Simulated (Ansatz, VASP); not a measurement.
Two plane-wave programs on Al3Cu2

```
CELL_PARAMETERS angstrom
4.09859 0.00000 0.00000
-2.04929 3.54948 0.00000
0.00000 0.00000 4.98210
ATOMIC_POSITIONS crystal
Al 0.00000 0.00000 0.00000
Al 0.32206 0.64413 0.35151
Al 0.66667 0.33333 0.64849
Cu 0.33333 0.66667 0.84229
Cu 0.66667 0.33333 0.15771
```

Alike in both runs: task single point; functional PBEsol; k mesh 12 × 12 × 10; occupations gaussian, width 0.15 eV; no spin polarisation.

```csv
,VASP,Ansatz
version,VASP 6.6.1,Ansatz 0.2.0
potentials or method,"VASP PAW PBE potentials, release 64 (Al, Cu), cutoff 520 eV","scalar-relativistic, plane waves, PAW"
valence electrons in the cell,31,47
```

|  | VASP | Ansatz | Ansatz less VASP |
| --- | --- | --- | --- |
| gap on the k mesh at the Fermi level (eV) | none | none | - |
| pressure (GPa) | -1.0 | 0.1 | +1.10 |
| traceless stress, the component that is largest in VASP (GPa) | -0.71 | -0.68 | +0.034 |
| rms of the force components (eV/Å) | 0.111 | 0.111 | -0.0002 |

VASP's potentials were made for PBE, not for PBEsol. Atom by atom the forces differ by 0.002 eV/Å (rms over components). A gap of «none» marks a metal or a gap that the smearing closes. With one functional, cell and mesh, what is left measures potentials, basis and numerics. VASP's potentials hold 31 valence electrons a cell and Ansatz's 47, so a difference there can come from the potentials and not from the codes.
